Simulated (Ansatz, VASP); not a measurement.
# Two plane-wave programs on Al4As

```
Al As
1.0
    -2.16809    2.16809    5.40930
     2.16809   -2.16809    5.40930
     2.16809    2.16809   -5.40930
Al As
4 1
Direct
  0.75000 0.25000 0.50000
  0.25000 0.75000 0.50000
  0.39572 0.39572 0.00000
  0.60428 0.60428 0.00000
  0.00000 0.00000 0.00000
```

Change from the starting cell: species swapped into the SrAl4 type (I4/mmm, No. 139).

Alike in both runs: task single point; functional PBE; k mesh 6 × 6 × 6; occupations gaussian, width 0.1 eV; no spin polarisation.

|  | VASP | Ansatz |
| --- | --- | --- |
| version | VASP 6.6.1 | Ansatz 0.2.0 |
| potentials or method | VASP PAW PBE potentials, release 64 (Al, As), cutoff 520 eV | scalar-relativistic, plane waves, PAW |
| valence electrons in the cell | 17 | 27 |

|  | VASP | Ansatz | Ansatz less VASP |
| --- | --- | --- | --- |
| gap on the k mesh at the Fermi level (eV) | none | none | - |
| pressure (GPa) | 0.2 | 0.2 | +0.01 |
| traceless stress, the component that is largest in VASP (GPa) | 10.13 | 10.12 | -0.003 |
| rms of the force components (eV/Å) | 0.695 | 0.694 | -0.0008 |

Atom by atom the forces differ by 0.001 eV/Å (rms over components). A gap of «none» marks a metal or a gap that the smearing closes. VASP's potentials hold 17 valence electrons a cell and Ansatz's 27, so a difference there can come from the potentials and not from the codes.
